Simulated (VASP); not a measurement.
Wanted: the native input for a VASP 6.6.1 run.

* Task: single point
* Functional: r2SCAN
* Potentials or basis: VASP PAW PBE potentials, release 64 (Ag, Cl)
* Cutoff: 520 eV
* k mesh: 8 × 8 × 8
* Occupations: gaussian, width 0.05 eV
* Spin: no spin polarisation
* Dipole correction: no
* Further INCAR settings: ALGO = Normal; EDIFF = 1e-06; NBANDS = 16

AgCl:

```
CELL_PARAMETERS angstrom
0.00000 2.77315 2.77315
2.77315 0.00000 2.77315
2.77315 2.77315 0.00000
ATOMIC_POSITIONS crystal
Ag 0.49324 0.49324 0.50676
Cl 0.00000 0.00000 0.00000
```

This cell differs from its parent crystal: all Ag atoms moved +0.037 Å, as atom 1 towards its neighbour atom 2 (Cl) at 2.773 Å.

One way to write it, as run:

POSCAR

```
AgCl
1.0
    0.0000000000      2.7731500000      2.7731500000
    2.7731500000      0.0000000000      2.7731500000
    2.7731500000      2.7731500000      0.0000000000
Ag Cl
1 1
Direct
    0.4932387357      0.4932387357      0.5067612643
    0.0000000000      0.0000000000      0.0000000000
```

INCAR.step1

```
ALGO     = Normal         # electronic algorithm
EDIFF    = 1E-4           # SCF threshold, eV
ENCUT    = 520            # plane-wave cutoff, eV
GGA      = PE             # functional
ISMEAR   = 0              # smearing method
LASPH    = True           # aspherical terms in the spheres
LCHARG   = False          # write CHGCAR
LREAL    = False          # projectors in reciprocal space
LWAVE    = True           # write WAVECAR
NBANDS   = 16             # bands
NELM     = 100            # most SCF steps
PREC     = Accurate       # precision mode
SIGMA    = 0.05           # smearing width, eV
```

INCAR.step2

```
ALGO     = Normal         # electronic algorithm
EDIFF    = 1E-6           # SCF threshold, eV
ENCUT    = 520            # plane-wave cutoff, eV
ISIF     = 2              # what is computed and relaxed
ISMEAR   = 0              # smearing method
ISTART   = 1            
LASPH    = True           # aspherical terms in the spheres
LCHARG   = True           # write CHGCAR
LELF     = True           # ELF
LMIXTAU  = True         
LREAL    = False          # projectors in reciprocal space
LVHAR    = True         
LWAVE    = False          # write WAVECAR
METAGGA  = R2SCAN         # meta-GGA
NBANDS   = 16             # bands
NELM     = 100            # most SCF steps
PREC     = Accurate       # precision mode
SIGMA    = 0.05           # smearing width, eV
```

KPOINTS

```
k-points
0
Gamma
  8 8 8
```

Potentials or basis: VASP PAW PBE potentials, release 64 (Ag, Cl).

Run with:

```bash
$ cat potpaw_PBE.64/Ag/POTCAR potpaw_PBE.64/Cl/POTCAR > POTCAR
$ cp INCAR.step1 INCAR
$ mpirun -np 1 vasp_std > vasp.out
$ cp INCAR.step2 INCAR
$ mpirun -np 1 vasp_std > vasp.out
```

It gave:

```yaml
Pressure: -0.1 GPa
Largest_force: 0.049 eV/Å
Band_gap_on_the_k_mesh: 1.42 eV (least direct gap 3.69 eV)
```

Caveat: the cell differs from its parent crystal (all Ag atoms moved +0.037 Å, as atom 1 towards its neighbour atom 2 (Cl) at 2.773 Å); the PAW data sets were made with another functional, which shifts forces and pressure a little.

Wall time 72 s on 1 thread of AMD EPYC 9R45 96-Core Processor (Zen 5), with other jobs on the host, peak memory 0.17 GiB.
